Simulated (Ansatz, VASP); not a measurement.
# One calculation of TiO2, two programs

The input INCAR:

```
PREC     = Accurate       # precision mode
ENCUT    = 520            # plane-wave cutoff, eV
EDIFF    = 1E-6           # SCF threshold, eV
ISMEAR   = 0              # smearing method
SIGMA    = 0.05           # smearing width, eV
LREAL    = False          # projectors in reciprocal space
LASPH    = True           # aspherical terms in the spheres
NELM     = 60             # most SCF steps
ALGO     = Normal         # electronic algorithm
ISIF     = 2              # what is computed and relaxed
LWAVE    = False          # write WAVECAR
LCHARG   = False          # write CHGCAR
GGA      = PS             # functional
NBANDS   = 33             # bands
```

The input KPOINTS:

```
regular mesh
0
Gamma
  6 6 10
```

POSCAR

```
TiO2
1.0
    4.5912476203      0.0000000000      0.0000000000
    0.0000000000      4.5912476203      0.0000000000
    0.0000000000      0.0000000000      2.9389940195
Ti O
2 4
Direct
    0.0000000000      0.0000000000      0.1063288996
    0.5000000000      0.5000000000      0.6063288996
    0.3044387440      0.3044387440      0.0000000000
    0.1955612560      0.8044387440      0.5000000000
    0.6955612560      0.6955612560      0.0000000000
    0.8044387440      0.1955612560      0.5000000000
```

Input for Ansatz:

```yaml
crystal:
  lattice:
    - [4.5912476203, 0.0, 0.0]
    - [0.0, 4.5912476203, 0.0]
    - [0.0, 0.0, 2.9389940195]
  atoms:
    - { symbol: Ti, position: [0.0, 0.0, 0.1063288996] }
    - { symbol: Ti, position: [0.5, 0.5, 0.6063288996] }
    - { symbol: O, position: [0.304438744, 0.304438744, 0.0] }
    - { symbol: O, position: [0.195561256, 0.804438744, 0.5] }
    - { symbol: O, position: [0.695561256, 0.695561256, 0.0] }
    - { symbol: O, position: [0.804438744, 0.195561256, 0.5] }
basis:
  ecutwfc: 420
kpoints:
  mp_grid: { grid: [6, 6, 10] }
hamiltonian:
  xc: pbesol
scf:
  occupations: { method: gaussian, width: 0.05 }
output:
  forces: true
  stress: true
  eigenvalues: true
```

Change from the starting cell: all Ti atoms moved +0.312 Å, as atom 1 along Cartesian [0 0 1].

Alike in both runs: task single point; functional PBEsol; k mesh 6 × 6 × 10; occupations gaussian, width 0.05 eV; no spin polarisation.

|  | VASP | Ansatz |
| --- | --- | --- |
| version | VASP 6.6.1 | Ansatz 0.2.0 |
| potentials or method | VASP PAW PBE potentials, release 64 (Ti_sv, O), cutoff 520 eV | scalar-relativistic, plane waves, PAW |
| valence electrons in the cell | 48 | 48 |

|  | VASP | Ansatz | Ansatz less VASP |
| --- | --- | --- | --- |
| gap on the k mesh at the Fermi level (eV) | 2.80 | 2.83 | +0.024 |
| least direct gap on the mesh (eV) | 3.09 | 3.12 | +0.024 |
| pressure (GPa) | 15.7 | 14.8 | -0.86 |
| traceless stress, the component that is largest in VASP (GPa) | 4.94 | 4.65 | -0.290 |
| rms of the force components (eV/Å) | 1.443 | 1.365 | -0.0780 |

VASP's potentials were made for PBE, not for PBEsol. Atom by atom the forces differ by 0.078 eV/Å (rms over components).
